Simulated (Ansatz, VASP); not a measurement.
**Two plane-wave programs on Mg3Cd2Te3**

Contents of INCAR:

```
SYSTEM = Mg3Cd2Te3
PREC = Accurate
ENCUT = 600
EDIFF = 1E-6
ISMEAR = 0
SIGMA = 0.2
LREAL = .FALSE.
LASPH = .TRUE.
NELM = 100
ALGO = Normal
ISIF = 3
LWAVE = .FALSE.
LCHARG = .FALSE.
GGA = PE
IBRION = 2
NSW = 36
EDIFFG = -0.08
```

The input KPOINTS:

```
regular mesh
0
G
  3 3 3
  0 0 0
```

File POSCAR:

```
Mg3Cd2Te3
1.0
    5.9535866500      0.0000000000      0.0000000000
    0.0000000000      5.9535866500      0.0000000000
    0.0000000000      0.0000000000      5.9535866500
Mg Cd Te
3 2 3
Direct
    0.5000000000      0.0000000000      0.0000000000
    0.0000000000      0.5000000000      0.0000000000
    0.0000000000      0.0000000000      0.5000000000
    0.0000000000      0.0000000000      0.0000000000
    0.5000000000      0.5000000000      0.5000000000
    0.0000000000      0.5000000000      0.5000000000
    0.5000000000      0.0000000000      0.5000000000
    0.5000000000      0.5000000000      0.0000000000
```

Input for Ansatz:

```yaml
crystal:
  lattice:
    - [5.95358665, 0.0, 0.0]
    - [0.0, 5.95358665, 0.0]
    - [0.0, 0.0, 5.95358665]
  atoms:
    - { symbol: Mg, position: [0.5, 0.0, 0.0] }
    - { symbol: Mg, position: [0.0, 0.5, 0.0] }
    - { symbol: Mg, position: [0.0, 0.0, 0.5] }
    - { symbol: Cd, position: [0.0, 0.0, 0.0] }
    - { symbol: Cd, position: [0.5, 0.5, 0.5] }
    - { symbol: Te, position: [0.0, 0.5, 0.5] }
    - { symbol: Te, position: [0.5, 0.0, 0.5] }
    - { symbol: Te, position: [0.5, 0.5, 0.0] }
basis:
  ecutwfc: 420
kpoints:
  mp_grid: { grid: [3, 3, 3] }
hamiltonian:
  xc: pbe
scf:
  occupations: { method: gaussian, width: 0.2 }
  lower_state_search: "off"
output:
  forces: true
  stress: true
  eigenvalues: true
relax:
  adjacent_minimum: "off"
  f_tol: 0.08
  max_steps: 16
  cell: { stress_tol: 0.8 }
```

Alike in both runs: task relaxation of cell and atoms; functional PBE; k mesh 3 × 3 × 3; occupations gaussian, width 0.2 eV; no spin polarisation.

|  | VASP | Ansatz |
| --- | --- | --- |
| version | VASP 6.6.1 | Ansatz 0.2.0 |
| potentials or method | VASP PAW PBE potentials, release 64 (Mg, Cd, Te), cutoff 600 eV | scalar-relativistic, plane waves, PAW |
| valence electrons in the cell | 48 | 118 |

```tsv
	VASP	Ansatz	Ansatz less VASP
gap on the k mesh at the Fermi level, each at its own relaxed structure (eV)	none	none	-
relaxed volume (Å³/atom)	27.55	27.97	+0.421
relaxed cell length with the largest relative difference (Å)	6.040	6.071	+0.0306
```

A gap of «none» marks a metal or a gap that the smearing closes. VASP's potentials hold 48 valence electrons a cell and Ansatz's 118, so a difference there can come from the potentials and not from the codes.

Spin-orbit coupling is off throughout.
